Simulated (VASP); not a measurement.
# Tl (Fm-3m) in VASP: a series of runs

Tl is run at these levels: PBE; tasks: single point.

Everything below comes from runs of VASP 6.6.1. Logs are shortened: lines on timing, memory, paths and dates and some standing lists are left out, and cuts for length are marked.

**1. The cell of the first run**

The structure is cubic, space group Fm-3m (No. 225). Conventional cell: a = 4.900 Å, b = 4.900 Å, c = 4.900 Å, α = 90.00°, β = 90.00°, γ = 90.00°. Within 4.6 Å of Tl (site symmetry m-3m) lie 12 Tl at 3.46 Å.

**2. Single point, PBE (volume scaled by 0.98)**

The input, INCAR:

```
PREC = Accurate
ENCUT = 520
EDIFF = 1E-6
ISMEAR = -1
SIGMA = 0.05
LREAL = F
LASPH = T
NELM = 60
ALGO = Fast
ISIF = 2
LWAVE = F
LCHARG = F
GGA = PE
NBANDS = 12
```

The input, KPOINTS:

```
Automatic mesh
0
Gamma
  9 9 9
```

The input, POSCAR:

```
Tl
1.0
    0.0000000000      2.4497881085      2.4497881085
    2.4497881085      0.0000000000      2.4497881085
    2.4497881085      2.4497881085      0.0000000000
Tl
1
Direct
    0.0000000000      0.0000000000      0.0000000000
```

Potentials or basis: VASP PAW PBE potentials, release 64 (Tl_d).

Started as:

```console
$ cat potpaw_PBE.64/Tl_d/POTCAR > POTCAR
$ mpirun -np 1 vasp_std > vasp.out
```

OUTCAR:

```text
PREC = Accurate
   ENCUT = 520
   EDIFF = 1E-6
   ISMEAR = -1
   LREAL = F
   LASPH = T
   NELM = 60
   ISIF = 2
   GGA = PE

 ion  position               nearest neighbor table
   1  0.000  0.000  0.000-

  LATTYP: Found a face centered cubic cell.
 ALAT       =     4.8995762170

  Lattice vectors:

 A1 = (   0.0000000000,   2.4497881085,   2.4497881085)
 A2 = (   2.4497881085,   0.0000000000,   2.4497881085)
 A3 = (   2.4497881085,   2.4497881085,   0.0000000000)

Analysis of symmetry for initial positions (statically):
=====================================================================
 Subroutine PRICEL returns:
 Original cell was already a primitive cell.

 Routine SETGRP: Setting up the symmetry group for a
 face centered cubic supercell.

 Subroutine GETGRP returns: Found 48 space group operations
 (whereof 48 operations were pure point group operations)
 out of a pool of 48 trial point group operations.

The static configuration has the point symmetry O_h .

Analysis of symmetry for dynamics (positions and initial velocities):
=====================================================================
 Subroutine PRICEL returns:
 Original cell was already a primitive cell.

 Routine SETGRP: Setting up the symmetry group for a
 face centered cubic supercell.

 Subroutine GETGRP returns: Found 48 space group operations
 (whereof 48 operations were pure point group operations)
 out of a pool of 48 trial point group operations.

The dynamic configuration has the point symmetry O_h .

 Subroutine INISYM returns: Found 48 space group operations
 (whereof 48 operations are pure point group operations),
 and found     1 'primitive' translations

----------------------------------------------------------------------------------------

                                     Primitive cell

  volume of cell :      29.4046

  direct lattice vectors                    reciprocal lattice vectors
     0.000000000  2.449788108  2.449788108    -0.204099284  0.204099284  0.204099284
     2.449788108  0.000000000  2.449788108     0.204099284 -0.204099284  0.204099284
     2.449788108  2.449788108  0.000000000     0.204099284  0.204099284 -0.204099284

  length of vectors
     3.464523568  3.464523568  3.464523568     0.353510330  0.353510330  0.353510330

  position of ions in fractional coordinates (direct lattice)
     0.000000000  0.000000000  0.000000000

  ion indices of the primitive-cell ions
[... 75 lines left out ...]
   LREAL  =      F    real-space projection
   EDIFFG = 0.1E-04   stopping-criterion for IOM
   NSW    =      0    number of steps for IOM
   IBRION =     -1    ionic relax: 0-MD 1-quasi-New 2-CG
   NFREE  =      0    steps in history (QN), initial steepest desc. (CG)
   ISIF   =      2    stress and relaxation
   ISYM   =      2    0-nonsym 1-usesym 2-fastsym
   POTIM  = 0.5000    time-step for ionic-motion
   TEBEG  =    0.0;   TEEND  =   0.0 temperature during run
   PSTRESS=    0.0 pullay stress
   NELECT =      13.0000    total number of electrons
   NUPDOWN=      -1.0000    fix difference up-down
   EMIN   =  10.00;   EMAX   =-10.00  energy-range for DOS
   EFERMI =   0.00;   METHOD = LEGACY
   ISMEAR =    -1;   SIGMA  =   0.05  broadening in eV -4-tet -1-fermi 0-gaus
   EFERMI_NEDOS =   21; number of points for ismear=-14 and -15
   IALGO  =     68    algorithm
   IMIX   =      4    mixing-type and parameters
     AMIX     =   0.40;   BMIX     =  1.00
     AMIX_MAG =   1.60;   BMIX_MAG =  1.00
  volume/ion in A,a.u.               =      29.40       198.43
  Fermi-wavevector in a.u.,A,eV,Ry     =   1.247146  2.356765 21.162149  1.555374
  Thomas-Fermi vector in A             =   2.381292
   LORBIT       =      0    0 simple, 1 ext, 2 COOP (PROOUT), +10 PAW based schemes
   GGA     = PE    functional components
   LHFCALC =     F    Hartree Fock is set to
   AEXX    =    0.0000 exact exchange contribution
   IVDW    =     0    specifies the selected vdW correction
   LEPSILON=     F    determine dielectric tensor
   LRPA    =     F    only Hartree local field effects (RPA)
 non-spin polarized calculation
 RMM-DIIS sequential band-by-band and
  energy-cutoff  :      520.00
  volume of cell :       29.40
 maximum number of plane-waves:       809
 NGX is ok and might be reduce to    28
   NGX = 13   NGY = 13   NGZ = 13

 number of electron      12.9999999 magnetization

 Free energy of the ion-electron system (eV)
  ---------------------------------------------------
  ext. energy  EPLUGINS =         0.00000000
  ---------------------------------------------------
  free energy    TOTEN  =        -2.20082907 eV

  energy without entropy =       -2.19554273  energy(sigma->0) =       -2.19818590

 E-fermi :   6.2410     XC(G=0): -10.0517

 val. band max:        6.1396728720   @ k =  -0.4444   0.3333   0.1111
 cond. band min:       6.2940359983   @ k =  -0.3333   0.4444   0.2222
 fundamental gap:      0.1543631262
 Fermi energy:         6.2410197530

 k-point     1 :       0.0000    0.0000    0.0000
  band No.  band energies     occupation
      1      -5.2870      2.00000
      2      -5.2870      2.00000
      3      -5.2870      2.00000
      4      -5.0297      2.00000
      5      -5.0297      2.00000
      6      -3.5706      2.00000
      7      16.3341      0.00000
      8      16.3341      0.00000
      9      16.3341      0.00000
     10      17.1999      0.00000
     11      20.2941      0.00000
     12      21.1260      0.00000
[... 331 lines left out ...]
 k-point    24 :       0.4444    0.4444    0.0000
  band No.  band energies     occupation
      1      -5.6062      2.00000
      2      -5.5005      2.00000
      3      -4.8219      2.00000
      4      -4.7573      2.00000
      5      -4.7573      2.00000
      6       1.8483      2.00000
      7       5.4451      2.00000
      8      10.4027      0.00000
      9      10.4027      0.00000
     10      13.7285      0.00000
     11      15.0885      0.00000
     12      26.2201      0.00000

 [... further k-points ...]
[... 5 lines left out ...]
  --------------------------------------------------------------------------------------
  -------------------------------------------------------------------------------------
  Total        0.3439275      0.3439275      0.3439275     -0.0000000     -0.0000000      0.0000000
  in kB       18.7396680     18.7396680     18.7396680     -0.0000000     -0.0000000      0.0000000
  external PRESSURE =      18.7396680 kB  Pullay stress =       0.0000000 kB

 VOLUME and BASIS-vectors are now :
 -----------------------------------------------------------------------------
  energy-cutoff  :      520.00
  volume of cell :       29.40
      direct lattice vectors                 reciprocal lattice vectors
     0.000000000  2.449788108  2.449788108    -0.204099284  0.204099284  0.204099284
     2.449788108  0.000000000  2.449788108     0.204099284 -0.204099284  0.204099284
     2.449788108  2.449788108  0.000000000     0.204099284  0.204099284 -0.204099284

 POSITION                                       TOTAL-FORCE (eV/Angst)
 -----------------------------------------------------------------------------------
      0.00000      0.00000      0.00000        -0.000000     -0.000000     -0.000000
 -----------------------------------------------------------------------------------
    total drift:                               -0.000000     -0.000000     -0.000000

  FREE ENERGIE OF THE ION-ELECTRON SYSTEM (eV)
  ---------------------------------------------------
  free  energy   TOTEN  =        -2.2008290709 eV

  energy  without entropy=       -2.1955427321  energy(sigma->0) =       -2.19818590
```

OSZICAR:

```text
N       E                     dE             d eps       ncg     rms          rms(c)
DAV:   1     0.506698662977E+02    0.50670E+02   -0.65201E+03   880   0.924E+02
DAV:   2    -0.166264434370E+01   -0.52333E+02   -0.51520E+02   932   0.214E+02
DAV:   3    -0.222309436987E+01   -0.56045E+00   -0.56011E+00  1040   0.201E+01
DAV:   4    -0.222565841686E+01   -0.25640E-02   -0.25639E-02  1000   0.156E+00
DAV:   5    -0.222568878950E+01   -0.30373E-04   -0.30372E-04  1012   0.168E-01    0.199E+00
RMM:   6    -0.220446511627E+01    0.21224E-01   -0.27678E-02   848   0.135E+00    0.138E+00
RMM:   7    -0.220102578496E+01    0.34393E-02   -0.13331E-02   892   0.102E+00    0.586E-01
RMM:   8    -0.220083867338E+01    0.18711E-03   -0.92813E-04   915   0.249E-01    0.647E-02
RMM:   9    -0.220082865734E+01    0.10016E-04   -0.89168E-05   969   0.887E-02    0.276E-02
RMM:  10    -0.220082891078E+01   -0.25344E-06   -0.13451E-05   940   0.370E-02    0.687E-04
RMM:  11    -0.220082907090E+01   -0.16012E-06   -0.22578E-06   710   0.148E-02
   1 F= -.22008291E+01 E0= -.21981859E+01  d E =-.528634E-02
```

Wall time 23 s (1 thread of Intel Xeon Platinum 8175M at 2.50GHz (Skylake/Cascade Lake), shared host); peak memory 0.15 GiB.

What came out:

```
Free energy : -2.2008 eV
Pressure    : 1.9 GPa
```

Levels at points of the mesh, in eV from the Fermi level:
| k point | band 3 | band 4 | band 5 | band 6 | band 7 | band 8 | band 9 | band 10 |
| --- | --- | --- | --- | --- | --- | --- | --- | --- |
| (0.00, 0.00, 0.00) | -11.53 | -11.27 | -11.27 | -9.81 | 10.09 | 10.09 | 10.09 | 10.96 |

Caveat: the cell differs from its parent crystal (volume scaled by 0.98); spin-orbit coupling is left out, which moves the levels of the heavy elements.

**3. Single point, PBE**

This run uses another cell than the first one, of 30.00 Å³/atom, 1.020 times its volume.

The input, INCAR:

```
SYSTEM = Tl
ALGO     = Fast           ! electronic algorithm
EDIFF    = 1E-6           ! SCF threshold, eV
ENCUT    = 520            ! plane-wave cutoff, eV
GGA      = PE             ! functional
ISIF     = 2              ! what is computed and relaxed
ISMEAR   = -1             ! smearing method
LASPH    = .TRUE.         ! aspherical terms in the spheres
LCHARG   = .FALSE.        ! write CHGCAR
LREAL    = .FALSE.        ! projectors in reciprocal space
LWAVE    = .FALSE.        ! write WAVECAR
NBANDS   = 12             ! bands
NELM     = 100            ! most SCF steps
PREC     = Accurate       ! precision mode
SIGMA    = 0.05           ! smearing width, eV
```

The input, KPOINTS:

```
k-points
0
G
  9 9 9
  0 0 0
```

The input, POSCAR:

```
Tl
1.0
    0.0000000000      2.4663412330      2.4663412330
    2.4663412330      0.0000000000      2.4663412330
    2.4663412330      2.4663412330      0.0000000000
Tl
1
Direct
    0.0000000000      0.0000000000      0.0000000000
```

Potentials or basis: VASP PAW PBE potentials, release 64 (Tl_d).

Started as:

```console
$ cat potpaw_PBE.64/Tl_d/POTCAR > POTCAR
$ mpirun -np 1 vasp_std > vasp.out
```

Run time: 23 s. Hardware: 1 thread of Intel Xeon Platinum 8175M at 2.50GHz (Skylake/Cascade Lake), shared host; peak memory 0.15 GiB.

The run converged. Its results:

- Free energy: -2.2068 eV
- Pressure: 1.2 GPa

Levels at points of the mesh, in eV from the Fermi level:
```
           k point  band 3  band 4  band 5  band 6  band 7  band 8  band 9  band 10
(0.00, 0.00, 0.00)  -11.51  -11.27  -11.27   -9.68    9.92    9.92    9.92    10.92
```

Caveat: spin-orbit coupling is left out, which moves the levels of the heavy elements.
